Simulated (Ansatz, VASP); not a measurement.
One calculation of Si2N, two programs

File INCAR:

```
ALGO = Normal ; EDIFF = 1E-6
EDIFFG = -0.04 ; ENCUT = 600
GGA = PE ; IBRION = 2
ISIF = 3 ; ISMEAR = 0
LASPH = True ; LCHARG = False
LREAL = False ; LWAVE = False
NELM = 60 ; NSW = 90
PREC = Accurate ; SIGMA = 0.1
```

File KPOINTS:

```
k-points
0
Gamma
  6 6 2
```

Contents of POSCAR:

```
Si2N
1.0
    2.9169517800      0.0000000000      0.0000000000
   -1.4584758900      2.5261543500      0.0000000000
    0.0000000000      0.0000000000      9.0425505300
Si N
4 2
Direct
    0.0000000000      0.0000000000      0.7500000000
    0.0000000000      0.0000000000      0.2500000000
    0.0000000000      0.0000000000      0.0000000000
    0.0000000000      0.0000000000      0.5000000000
    0.3333333300      0.6666666700      0.8750000000
    0.6666666700      0.3333333300      0.1250000000
```

Input for Ansatz:

```yaml
crystal:
  lattice:
    - [2.91695178, 0.0, 0.0]
    - [-1.45847589, 2.52615435, 0.0]
    - [0.0, 0.0, 9.04255053]
  atoms:
    - { symbol: Si, position: [0.0, 0.0, 0.75] }
    - { symbol: Si, position: [0.0, 0.0, 0.25] }
    - { symbol: Si, position: [0.0, 0.0, 0.0] }
    - { symbol: Si, position: [0.0, 0.0, 0.5] }
    - { symbol: "N", position: [0.33333333, 0.66666667, 0.875] }
    - { symbol: "N", position: [0.66666667, 0.33333333, 0.125] }
basis:
  ecutwfc: 420
kpoints:
  mp_grid: { grid: [6, 6, 2] }
hamiltonian:
  xc: pbe
scf:
  occupations: { method: gaussian, width: 0.1 }
  lower_state_search: "off"
output:
  forces: true
  stress: true
  eigenvalues: true
relax:
  adjacent_minimum: "off"
  f_tol: 0.04
  max_steps: 70
  cell: { stress_tol: 0.4 }
```

Change from the starting cell: ordered vacancies on the anion sites of nickel arsenide (P-3m1, No. 164).

Alike in both runs: task relaxation of cell and atoms; functional PBE; k mesh 6 × 6 × 2; occupations gaussian, width 0.1 eV; no spin polarisation.

|  | VASP | Ansatz |
| --- | --- | --- |
| version | VASP 6.6.1 | Ansatz 0.2.0 |
| potentials or method | VASP PAW PBE potentials, release 64 (Si, N), cutoff 600 eV | scalar-relativistic, plane waves, PAW |
| valence electrons in the cell | 26 | 26 |

Ansatz gave:

```
gap on the k mesh at the Fermi level, each at its own relaxed structure (eV) : none
relaxed volume (Å³/atom)                                                     : 11.73
relaxed length of the cell vector where the two differ most in proportion (Å)              : 11.059
```

Problem. What did VASP give for the same quantities?

Solution. gap on the k mesh at the Fermi level, each at its own relaxed structure (eV): none; relaxed volume (Å³/atom): 11.70; relaxed length of the cell vector where the two differ most in proportion (Å): 11.000.

A gap of «none» marks a metal or a gap that the smearing closes.

The k mesh is coarse, so the values compare programs but aren't converged.
